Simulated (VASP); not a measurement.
Pd: single point with PBE+D4

The system is Pd.

```
CELL_PARAMETERS angstrom
-0.00206 1.95247 1.95247
1.95247 -0.00206 1.95247
1.95247 1.95247 -0.00206
ATOMIC_POSITIONS crystal
Pd 0.00000 0.00000 0.00000
```

```json
{"Program": "VASP 6.6.1", "Task": "single point", "Functional": "PBE", "Dispersion": "D4", "Potentials or basis": "VASP PAW PBE potentials, release 64 (Pd)", "Cutoff": "520 eV", "k mesh": "15 × 15 × 15, shifted", "Occupations": "fermi-dirac, width 0.02 eV", "Spin": "no spin polarisation"}
```

```json
{"Pressure": "-0.3 GPa", "Band gap on the k mesh": "zero (bands 5 and 6 overlap by 1.55 eV)", "Dispersion energy per atom": "-0.488 eV"}
```

Levels at points of the mesh, in eV from the Fermi level:
```csv
k point,band 2,band 3,band 4,band 5,band 6,band 7,band 8,band 9
"(0.50, 0.50, 0.50)",-2.83,-2.83,-0.02,-0.02,1.05,7.26,16.53,20.97
```

Run time: 82 s on 1 thread of Intel(R) Xeon(R) 6975P-C (Granite Rapids), with other jobs on the host, peak memory 0.38 GiB.
